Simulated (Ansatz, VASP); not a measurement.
## Ga4As3P: VASP beside Ansatz

```
Ga P As
1.0
     5.67587    0.00000    0.00000
     0.00000    5.67587    0.00000
     0.00000    0.00000    5.67587
Ga P As
4 1 3
Cartesian
  1.3932 4.2826 1.3932
  1.3932 1.3932 4.2826
  4.2826 4.2826 4.2826
  4.2826 1.3932 1.3932
  0.0000 0.0000 0.0000
  0.0000 2.8379 2.8379
  2.8379 2.8379 0.0000
  2.8379 0.0000 2.8379
```

Alike in both runs: task relaxation of cell and atoms; functional PBE; k mesh 6 × 6 × 6; occupations gaussian, width 0.02 eV; no spin polarisation.

|  | VASP | Ansatz |
| --- | --- | --- |
| version | VASP 6.6.1 | Ansatz 0.2.0 |
| potentials or method | VASP PAW PBE potentials, release 64 (Ga_d, P, As), cutoff 600 eV | scalar-relativistic, plane waves, PAW |
| valence electrons in the cell | 72 | 102 |

|  | VASP | Ansatz | Ansatz less VASP |
| --- | --- | --- | --- |
| gap on the k mesh at the Fermi level, each at its own relaxed structure (eV) | 0.46 | 0.49 | +0.027 |
| relaxed volume (Å³/atom) | 23.03 | 22.94 | -0.088 |
| relaxed cell length with the largest relative difference (Å) | 5.690 | 5.683 | -0.0072 |

VASP's potentials hold 72 valence electrons a cell and Ansatz's 102, so a difference there can come from the potentials and not from the codes.
